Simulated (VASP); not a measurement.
# Au (P6_3/mmc) in VASP: notebook, part 2 of 2

VASP 6.6.1. Earlier steps stand in the parts before.

## Step 3: Single point, r2SCAN (strain +0.030 along x and y, -0.030 along z)

File POSCAR:

```
Au
1.0
    2.9869983627      0.0000000000      0.0000000000
   -1.4934991814      2.5868164632      0.0000000000
    0.0000000000      0.0000000000      4.7336000000
Au
2
Direct
    0.3333333333      0.6666666667      0.7500000000
    0.6666666667      0.3333333333      0.2500000000
```

File INCAR.step1:

```
SYSTEM = Au
PREC = Accurate
ENCUT = 520
ISMEAR = 0
SIGMA = 0.15
LREAL = .FALSE.
LASPH = .TRUE.
NELM = 60
NBANDS = 18
GGA = PE
ALGO = Normal
EDIFF = 1E-4
LWAVE = .TRUE.
LCHARG = .FALSE.
```

File INCAR.step2:

```
SYSTEM = Au
PREC = Accurate
ENCUT = 520
EDIFF = 1E-7
ISMEAR = 0
SIGMA = 0.15
LREAL = .FALSE.
LASPH = .TRUE.
NELM = 60
ALGO = Normal
ISIF = 2
LWAVE = .FALSE.
LCHARG = .FALSE.
METAGGA = R2SCAN
LMIXTAU = .TRUE.
NBANDS = 18
ISTART = 1
```

File KPOINTS:

```
regular mesh
0
G
  18 18 10
  0 0 0
```

Potentials or basis: VASP PAW PBE potentials, release 64 (Au).

Command:

```bash
cat potpaw_PBE.64/Au/POTCAR > POTCAR
cp INCAR.step1 INCAR
mpirun -np 1 vasp_std > vasp.out
cp INCAR.step2 INCAR
mpirun -np 1 vasp_std > vasp.out
```

Wall time 6.6 min (1 thread of Intel Xeon Platinum 8259CL at 2.50GHz (Skylake/Cascade Lake), shared host); peak memory 0.25 GiB.

It converged, with:

- Free energy: -101.1412 eV
- Pressure: -4.8 GPa
- Band gap on the k mesh: zero (bands 11 and 12 overlap by 6.75 eV)

Stress tensor (GPa, compression positive):
```
-5.85  0.00  0.00
 0.00 -5.85  0.00
 0.00  0.00 -2.84
```

Levels at points of the mesh, in eV from the Fermi level:
```tsv
k point	band 8	band 9	band 10	band 11	band 12	band 13	band 14	band 15
(0.00, 0.00, 0.00)	-3.79	-3.79	-2.26	-2.26	-0.20	3.21	15.16	17.50
(0.50, 0.00, 0.00)	-2.19	-1.95	-1.92	0.26	1.17	6.36	7.58	7.75
(0.00, 0.00, 0.50)	-4.49	-2.69	-2.69	-2.69	-2.69	12.02	12.02	15.36
(0.50, 0.00, 0.50)	-2.40	-2.04	-2.04	0.72	0.72	3.68	3.68	13.49
```

Caveat: the cell differs from its parent crystal (strain +0.030 along x and y, -0.030 along z); the cell stands under tension; the PAW data sets were made with another functional, which shifts forces and pressure a little; spin-orbit coupling is left out, which moves the levels of the heavy elements.

## Step 4: Single point, r2SCAN (strain +0.015 along x and y, +0.000 along z)

File POSCAR:

```
Au
1.0
    2.9434983866      0.0000000000      0.0000000000
   -1.4717491933      2.5491443788      0.0000000000
    0.0000000000      0.0000000000      4.8800000000
Au
2
Direct
    0.3333333333      0.6666666667      0.7500000000
    0.6666666667      0.3333333333      0.2500000000
```

File INCAR.step1:

```
PREC     = Accurate       # precision mode
ENCUT    = 520            # plane-wave cutoff, eV
ISMEAR   = 0              # smearing method
SIGMA    = 0.15           # smearing width, eV
LREAL    = False          # projectors in reciprocal space
LASPH    = True           # aspherical terms in the spheres
NELM     = 60             # most SCF steps
NBANDS   = 18             # bands
GGA      = PE             # functional
ALGO     = Normal         # electronic algorithm
EDIFF    = 1E-4           # SCF threshold, eV
LWAVE    = True           # write WAVECAR
LCHARG   = False          # write CHGCAR
```

File INCAR.step2:

```
PREC     = Accurate       # precision mode
ENCUT    = 520            # plane-wave cutoff, eV
EDIFF    = 1E-6           # SCF threshold, eV
ISMEAR   = 0              # smearing method
SIGMA    = 0.15           # smearing width, eV
LREAL    = False          # projectors in reciprocal space
LASPH    = True           # aspherical terms in the spheres
NELM     = 60             # most SCF steps
ALGO     = Normal         # electronic algorithm
ISIF     = 2              # what is computed and relaxed
LWAVE    = False          # write WAVECAR
LCHARG   = True           # write CHGCAR
METAGGA  = R2SCAN         # meta-GGA
LMIXTAU  = True         
LELF     = True           # ELF
LVHAR    = True         
NBANDS   = 18             # bands
ISTART   = 1
```

File KPOINTS:

```
Automatic mesh
0
Gamma
  18 18 10
```

Command:

```bash
cat potpaw_PBE.64/Au/POTCAR > POTCAR
cp INCAR.step1 INCAR
mpirun -np 1 vasp_std > vasp.out
cp INCAR.step2 INCAR
mpirun -np 1 vasp_std > vasp.out
```

Wall time 5.5 min (1 thread of Intel Xeon Platinum 8259CL at 2.50GHz (Skylake/Cascade Lake), shared host); peak memory 0.25 GiB.

The run converged. Its results:

```yaml
Free_energy: -101.1528 eV
Pressure: -5.2 GPa
Band_gap_on_the_k_mesh: zero (bands 11 and 12 overlap by 6.83 eV)
```

Stress tensor (GPa, compression positive):
```
-5.55  0.00  0.00
 0.00 -5.55  0.00
 0.00  0.00 -4.65
```

Levels at points of the mesh, in eV from the Fermi level:
| k point | band 9 | band 10 | band 11 | band 12 | band 13 | band 14 |
| --- | --- | --- | --- | --- | --- | --- |
| (0.00, 0.00, 0.00) | -3.60 | -2.30 | -2.30 | -0.53 | 2.59 | 15.40 |
| (0.50, 0.00, 0.00) | -2.05 | -1.87 | 0.41 | 1.42 | 5.98 | 7.25 |
| (0.00, 0.00, 0.50) | -2.73 | -2.73 | -2.73 | -2.73 | 10.95 | 10.95 |
| (0.50, 0.00, 0.50) | -1.94 | -1.94 | 0.76 | 0.76 | 3.74 | 3.74 |

Caveat: the cell differs from its parent crystal (strain +0.015 along x and y, +0.000 along z); the cell stands under tension; the PAW data sets were made with another functional, which shifts forces and pressure a little; spin-orbit coupling is left out, which moves the levels of the heavy elements.

## Step 5: Single point, r2SCAN (strain +0.030 along x and y, -0.015 along z)

File POSCAR:

```
Au
1.0
    2.9869983627      0.0000000000      0.0000000000
   -1.4934991814      2.5868164632      0.0000000000
    0.0000000000      0.0000000000      4.8068000000
Au
2
Direct
    0.3333333333      0.6666666667      0.7500000000
    0.6666666667      0.3333333333      0.2500000000
```

File INCAR.step1:

```
SYSTEM = Au
ALGO     = Normal         ! electronic algorithm
EDIFF    = 1E-4           ! SCF threshold, eV
ENCUT    = 520            ! plane-wave cutoff, eV
GGA      = PE             ! functional
ISMEAR   = 0              ! smearing method
LASPH    = .True.         ! aspherical terms in the spheres
LCHARG   = .False.        ! write CHGCAR
LREAL    = .False.        ! projectors in reciprocal space
LWAVE    = .True.         ! write WAVECAR
NBANDS   = 18             ! bands
NELM     = 80             ! most SCF steps
PREC     = Accurate       ! precision mode
SIGMA    = 0.15           ! smearing width, eV
```

File INCAR.step2:

```
SYSTEM = Au
ALGO     = Normal         ! electronic algorithm
EDIFF    = 1E-6           ! SCF threshold, eV
ENCUT    = 520            ! plane-wave cutoff, eV
ISIF     = 2              ! what is computed and relaxed
ISMEAR   = 0              ! smearing method
ISTART   = 1            
LASPH    = .True.         ! aspherical terms in the spheres
LCHARG   = .True.         ! write CHGCAR
LELF     = .True.         ! ELF
LMIXTAU  = .True.       
LREAL    = .False.        ! projectors in reciprocal space
LVHAR    = .True.       
LWAVE    = .False.        ! write WAVECAR
METAGGA  = R2SCAN         ! meta-GGA
NBANDS   = 18             ! bands
NELM     = 80             ! most SCF steps
PREC     = Accurate       ! precision mode
SIGMA    = 0.15           ! smearing width, eV
```

File KPOINTS:

```
k-points
0
Gamma
  18 18 10
  0 0 0
```

Command:

```bash
cat potpaw_PBE.64/Au/POTCAR > POTCAR
cp INCAR.step1 INCAR
mpirun -np 1 vasp_std > vasp.out
cp INCAR.step2 INCAR
mpirun -np 1 vasp_std > vasp.out
```

Wall time 5.8 min (1 thread of Intel Xeon Platinum 8259CL at 2.50GHz (Skylake/Cascade Lake), shared host); peak memory 0.25 GiB.

Results (log left out):

```yaml
Free_energy: -101.1266 eV
Pressure: -6.8 GPa
Band_gap_on_the_k_mesh: zero (bands 11 and 12 overlap by 6.67 eV)
```

Stress tensor (GPa, compression positive):
```
-7.44  0.00  0.00
 0.00 -7.44  0.00
 0.00  0.00 -5.47
```

Levels at points of the mesh, in eV from the Fermi level:
| k point | band 9 | band 10 | band 11 | band 12 | band 13 | band 14 |
| --- | --- | --- | --- | --- | --- | --- |
| (0.00, 0.00, 0.00) | -3.68 | -2.27 | -2.27 | -0.25 | 2.92 | 15.23 |
| (0.50, 0.00, 0.00) | -1.97 | -1.93 | 0.31 | 1.22 | 6.19 | 7.34 |
| (0.00, 0.00, 0.50) | -2.69 | -2.69 | -2.69 | -2.69 | 11.54 | 11.54 |
| (0.50, 0.00, 0.50) | -2.00 | -2.00 | 0.76 | 0.76 | 3.61 | 3.61 |

Caveat: the cell differs from its parent crystal (strain +0.030 along x and y, -0.015 along z); the cell stands under tension; the PAW data sets were made with another functional, which shifts forces and pressure a little; spin-orbit coupling is left out, which moves the levels of the heavy elements.

## Step 6: Single point, r2SCAN (strain +0.030 along x and y, +0.000 along z)

Edit POSCAR of step 5 so:

```diff
@@ -4,3 +4,3 @@
    -1.4934991814      2.5868164632      0.0000000000
-    0.0000000000      0.0000000000      4.8068000000
+    0.0000000000      0.0000000000      4.8800000000
 Au
```

File INCAR.step1:

```
SYSTEM = Au
PREC = Accurate
ENCUT = 520
ISMEAR = 0
SIGMA = 0.15
LREAL = .FALSE.
LASPH = .TRUE.
NELM = 100
NBANDS = 18
GGA = PE
ALGO = Normal
EDIFF = 1E-4
LWAVE = .TRUE.
LCHARG = .FALSE.
```

File INCAR.step2:

```
SYSTEM = Au
PREC = Accurate
ENCUT = 520
EDIFF = 1E-7
ISMEAR = 0
SIGMA = 0.15
LREAL = .FALSE.
LASPH = .TRUE.
NELM = 100
ALGO = Normal
ISIF = 2
LWAVE = .FALSE.
LCHARG = .FALSE.
METAGGA = R2SCAN
LMIXTAU = .TRUE.
NBANDS = 18
ISTART = 1
```

File KPOINTS:

```
regular mesh
0
G
  18 18 10
  0 0 0
```

Potentials or basis: VASP PAW PBE potentials, release 64 (Au).

Command:

```bash
cat potpaw_PBE.64/Au/POTCAR > POTCAR
cp INCAR.step1 INCAR
mpirun -np 1 vasp_std > vasp.out
cp INCAR.step2 INCAR
mpirun -np 1 vasp_std > vasp.out
```

Run time: 6.9 min. Hardware: 1 thread of Intel Xeon Platinum 8259CL at 2.50GHz (Skylake/Cascade Lake), shared host; peak memory 0.26 GiB.

It converged, with:

```
Free energy            : -101.1037 eV
Pressure               : -8.4 GPa
Band gap on the k mesh : zero (bands 11 and 12 overlap by 6.59 eV)
```

Stress tensor (GPa, compression positive):
```
-8.87  0.00  0.00
 0.00 -8.87  0.00
 0.00  0.00 -7.59
```

Levels at points of the mesh, in eV from the Fermi level:
| k point | band 9 | band 10 | band 11 | band 12 | band 13 | band 14 |
| --- | --- | --- | --- | --- | --- | --- |
| (0.00, 0.00, 0.00) | -3.57 | -2.26 | -2.26 | -0.29 | 2.64 | 15.30 |
| (0.50, 0.00, 0.00) | -2.01 | -1.90 | 0.36 | 1.26 | 6.02 | 7.12 |
| (0.00, 0.00, 0.50) | -2.67 | -2.67 | -2.67 | -2.67 | 11.08 | 11.08 |
| (0.50, 0.00, 0.50) | -1.97 | -1.97 | 0.81 | 0.81 | 3.55 | 3.55 |

Caveat: the cell differs from its parent crystal (strain +0.030 along x and y, +0.000 along z); the cell stands under tension; the PAW data sets were made with another functional, which shifts forces and pressure a little; spin-orbit coupling is left out, which moves the levels of the heavy elements.

## Step 7: Overview

| cell | gap on the mesh (eV) | pressure (GPa) |
| --- | --- | --- |
| a = 2.900, b = 2.900, c = 5.026 Å, angles 90.0, 90.0, 120.0°, 2 atoms | none | -4.9 |
| a = 2.987, b = 2.987, c = 4.734 Å, angles 90.0, 90.0, 120.0°, 2 atoms | none | -4.8 |
| a = 2.943, b = 2.943, c = 4.880 Å, angles 90.0, 90.0, 120.0°, 2 atoms | none | -5.2 |
| a = 2.987, b = 2.987, c = 4.807 Å, angles 90.0, 90.0, 120.0°, 2 atoms | none | -6.8 |
| a = 2.987, b = 2.987, c = 4.880 Å, angles 90.0, 90.0, 120.0°, 2 atoms | none | -8.4 |

Alike in all rows: task single point; level r2SCAN; potentials or basis VASP PAW PBE potentials, release 64 (Au); no spin polarisation; k mesh 18 × 18 × 10; cutoff (eV) 520; smearing gaussian 0.15 eV.

Caveats: the cell stands under tension; the PAW data sets were made with another functional, which shifts forces and pressure a little; spin-orbit coupling is left out, which moves the levels of the heavy elements.

Absolute energies hang on the potentials; compare differences alone.
